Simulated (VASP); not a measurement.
# ZnSe (NiAs type) (P6_3/mmc) in VASP: single point with PBE

Aim: the single point of ZnSe (NiAs type) with PBE.

All numbers are computed with VASP 6.6.1; they aren't measurements. Logs are shortened: lines on timing, memory, paths and dates and some standing lists are left out, and cuts for length are marked.

## Step 1: The cell of the first run

The structure is hexagonal, space group P6_3/mmc (No. 194). The conventional cell has a = 3.723 Å, b = 3.723 Å, c = 6.047 Å, α = 90.00°, β = 90.00°, γ = 120.00°. Zn (site symmetry -3m) has 6 Se at 2.63 Å and 2 Zn at 3.02 Å within 3.5 Å. Se (site symmetry -6m2) has 6 Zn at 2.63 Å within 3.5 Å.

## Step 2: Single point, PBE

INCAR

```
PREC = Accurate
ENCUT = 520
EDIFF = 1E-6
ISMEAR = -1
SIGMA = 0.05
LREAL = False
LASPH = True
NELM = 60
ALGO = Normal
ISIF = 2
LWAVE = False
LCHARG = False
GGA = PE
NBANDS = 26
```

KPOINTS

```
regular mesh
0
Gamma
  10 10 6
```

POSCAR

```
ZnSe
1.0
    3.7232164176      0.0000000000      0.0000000000
   -1.8616082088      3.2244000014      0.0000000000
    0.0000000000      0.0000000000      6.0465613996
Zn Se
2 2
Direct
    0.0000000000      0.0000000000      0.0000000000
    0.0000000000      0.0000000000      0.5000000000
    0.3333333333      0.6666666667      0.2500000000
    0.6666666667      0.3333333333      0.7500000000
```

Potentials or basis: VASP PAW PBE potentials, release 64 (Zn, Se).

Run with:

```console
> cat potpaw_PBE.64/Zn/POTCAR potpaw_PBE.64/Se/POTCAR > POTCAR
> mpirun -np 1 vasp_std > vasp.out
```

OUTCAR:

```text
PREC = Accurate
   ENCUT = 520
   EDIFF = 1E-6
   ISMEAR = -1
   LREAL = False
   LASPH = True
   NELM = 60
   ISIF = 2
   GGA = PE

 ion  position               nearest neighbor table
   1  0.000  0.000  0.000-   3 2.63   4 2.63   3 2.63   4 2.63   4 2.63   3 2.63   2 3.02   2 3.02

   2  0.000  0.000  0.500-   3 2.63   4 2.63   3 2.63   4 2.63   4 2.63   3 2.63   1 3.02   1 3.02

   3  0.333  0.667  0.250-   1 2.63   2 2.63   1 2.63   2 2.63   1 2.63   2 2.63
   4  0.667  0.333  0.750-   1 2.63   2 2.63   1 2.63   2 2.63   1 2.63   2 2.63

  LATTYP: Found a hexagonal cell.
 ALAT       =     3.7232164176
 C/A-ratio  =     1.6240155611

  Lattice vectors:

 A1 = (   3.7232164176,   0.0000000000,   0.0000000000)
 A2 = (  -1.8616082088,   3.2244000014,   0.0000000000)
 A3 = (   0.0000000000,   0.0000000000,   6.0465613996)

Analysis of symmetry for initial positions (statically):
=====================================================================
 Subroutine PRICEL returns:
 Original cell was already a primitive cell.

 Routine SETGRP: Setting up the symmetry group for a
 hexagonal supercell.

 Subroutine GETGRP returns: Found 24 space group operations
 (whereof 12 operations were pure point group operations)
 out of a pool of 24 trial point group operations.

The static configuration has the point symmetry D_3d.
 The point group associated with its full space group is D_6h.

Analysis of symmetry for dynamics (positions and initial velocities):
=====================================================================
 Subroutine PRICEL returns:
 Original cell was already a primitive cell.

 Routine SETGRP: Setting up the symmetry group for a
 hexagonal supercell.

 Subroutine GETGRP returns: Found 24 space group operations
 (whereof 12 operations were pure point group operations)
 out of a pool of 24 trial point group operations.

The dynamic configuration has the point symmetry D_3d.
 The point group associated with its full space group is D_6h.

 Subroutine INISYM returns: Found 24 space group operations
 (whereof 12 operations are pure point group operations),
 and found     1 'primitive' translations

----------------------------------------------------------------------------------------

                                     Primitive cell

  volume of cell :      72.5898

  direct lattice vectors                    reciprocal lattice vectors
     3.723216418  0.000000000  0.000000000     0.268584978  0.155067609  0.000000000
[... 84 lines left out ...]
   ISPIN  =      1    spin polarized calculation?
   LNONCOLLINEAR =      F non collinear calculations
   LSORBIT =      F    spin-orbit coupling
   LASPH  =      T    aspherical Exc in radial PAW
   ENCUT  =  520.0 eV  38.22 Ry    6.18 a.u.   6.92  6.92 11.24*2*pi/ulx,y,z
   NELM   =     60;   NELMIN=  2; NELMDL= -5     # of ELM steps
   EDIFF  = 0.1E-05   stopping-criterion for ELM
   LREAL  =      F    real-space projection
   EDIFFG = 0.1E-04   stopping-criterion for IOM
   NSW    =      0    number of steps for IOM
   IBRION =     -1    ionic relax: 0-MD 1-quasi-New 2-CG
   NFREE  =      0    steps in history (QN), initial steepest desc. (CG)
   ISIF   =      2    stress and relaxation
   ISYM   =      2    0-nonsym 1-usesym 2-fastsym
   POTIM  = 0.5000    time-step for ionic-motion
   TEBEG  =    0.0;   TEEND  =   0.0 temperature during run
   PSTRESS=    0.0 pullay stress
   NELECT =      36.0000    total number of electrons
   NUPDOWN=      -1.0000    fix difference up-down
   EMIN   =  10.00;   EMAX   =-10.00  energy-range for DOS
   EFERMI =   0.00;   METHOD = LEGACY
   ISMEAR =    -1;   SIGMA  =   0.05  broadening in eV -4-tet -1-fermi 0-gaus
   EFERMI_NEDOS =   21; number of points for ismear=-14 and -15
   IALGO  =     38    algorithm
   IMIX   =      4    mixing-type and parameters
     AMIX     =   0.40;   BMIX     =  1.00
     AMIX_MAG =   1.60;   BMIX_MAG =  1.00
  volume/ion in A,a.u.               =      18.15       122.47
  Fermi-wavevector in a.u.,A,eV,Ry     =   1.295837  2.448777 22.846822  1.679194
  Thomas-Fermi vector in A             =   2.427332
   LORBIT       =      0    0 simple, 1 ext, 2 COOP (PROOUT), +10 PAW based schemes
   GGA     = PE    functional components
   LHFCALC =     F    Hartree Fock is set to
   AEXX    =    0.0000 exact exchange contribution
   IVDW    =     0    specifies the selected vdW correction
   LEPSILON=     F    determine dielectric tensor
   LRPA    =     F    only Hartree local field effects (RPA)
 non-spin polarized calculation
  energy-cutoff  :      520.00
  volume of cell :       72.59
 maximum number of plane-waves:      1972
 NGX is ok and might be reduce to    28
   NGX = 13   NGY = 13   NGZ = 23

 number of electron      36.0000013 magnetization

 Free energy of the ion-electron system (eV)
  ---------------------------------------------------
  ext. energy  EPLUGINS =         0.00000000
  ---------------------------------------------------
  free energy    TOTEN  =       -10.68463028 eV

  energy without entropy =      -10.68176604  energy(sigma->0) =      -10.68319816

 E-fermi :   3.8045     XC(G=0): -10.6921

 val. band max:        3.7811878597   @ k =   0.2000  -0.0000   0.0000
 cond. band min:       4.0698366671   @ k =   0.3000   0.3000   0.1667
 fundamental gap:      0.2886488074
 Fermi energy:         3.8045161730

 k-point     1 :       0.0000    0.0000    0.0000
  band No.  band energies     occupation
      1     -10.5462      2.00000
      2      -8.9672      2.00000
      3      -3.6957      2.00000
      4      -3.3467      2.00000
      5      -3.3467      2.00000
      6      -3.2631      2.00000
[... 685 lines left out ...]
     25      13.2189      0.00000
     26      13.9788      0.00000

 [... further k-points ...]
[... 5 lines left out ...]
  --------------------------------------------------------------------------------------
  -------------------------------------------------------------------------------------
  Total        2.8790701      2.8790701      2.8736477      0.0000000      0.0000000     -0.0000000
  in kB       63.5458442     63.5458442     63.4261640      0.0000000      0.0000000     -0.0000000
  external PRESSURE =      63.5059508 kB  Pullay stress =       0.0000000 kB

 VOLUME and BASIS-vectors are now :
 -----------------------------------------------------------------------------
  energy-cutoff  :      520.00
  volume of cell :       72.59
      direct lattice vectors                 reciprocal lattice vectors
     3.723216418  0.000000000  0.000000000     0.268584978  0.155067609  0.000000000
    -1.861608209  3.224400001  0.000000000     0.000000000  0.310135219  0.000000000
     0.000000000  0.000000000  6.046561400     0.000000000  0.000000000  0.165383254

 POSITION                                       TOTAL-FORCE (eV/Angst)
 -----------------------------------------------------------------------------------
      0.00000      0.00000      0.00000         0.000000      0.000000     -0.000000
      0.00000      0.00000      3.02328         0.000000      0.000000     -0.000000
     -0.00000      2.14960      1.51164         0.000000     -0.000000      0.000000
      1.86161      1.07480      4.53492        -0.000000      0.000000      0.000000
 -----------------------------------------------------------------------------------
    total drift:                               -0.000000      0.000000      0.000000

  FREE ENERGIE OF THE ION-ELECTRON SYSTEM (eV)
  ---------------------------------------------------
  free  energy   TOTEN  =       -10.6846302843 eV

  energy  without entropy=      -10.6817660361  energy(sigma->0) =      -10.68319816
```

Run time: 70 s. Hardware: 1 thread of Intel Xeon Platinum 8488C (Sapphire Rapids), shared host; peak memory 0.23 GiB.

Results:

| Quantity | Value |
| --- | --- |
| Free energy | -10.6846 eV |
| Pressure | 6.4 GPa |
| Band gap on the k mesh | zero (bands 18 and 19 overlap by 0.30 eV) |

Levels at points of the mesh, in eV from the Fermi level:
| k point | band 16 | band 17 | band 18 | band 19 | band 20 | band 21 |
| --- | --- | --- | --- | --- | --- | --- |
| (0.00, 0.00, 0.00) | -0.50 | -0.21 | -0.21 | 0.70 | 2.96 | 6.02 |
| (0.50, 0.00, 0.00) | -2.77 | -2.52 | -0.18 | 2.11 | 2.76 | 3.40 |
| (0.00, 0.00, 0.50) | -0.42 | -0.42 | -0.42 | 2.97 | 2.97 | 6.05 |
| (0.50, 0.00, 0.50) | -1.76 | -1.70 | -1.70 | 1.45 | 1.45 | 4.89 |

Caveat: the cell stands under pressure; semilocal functionals underestimate gaps, so a narrow gap can read as zero.
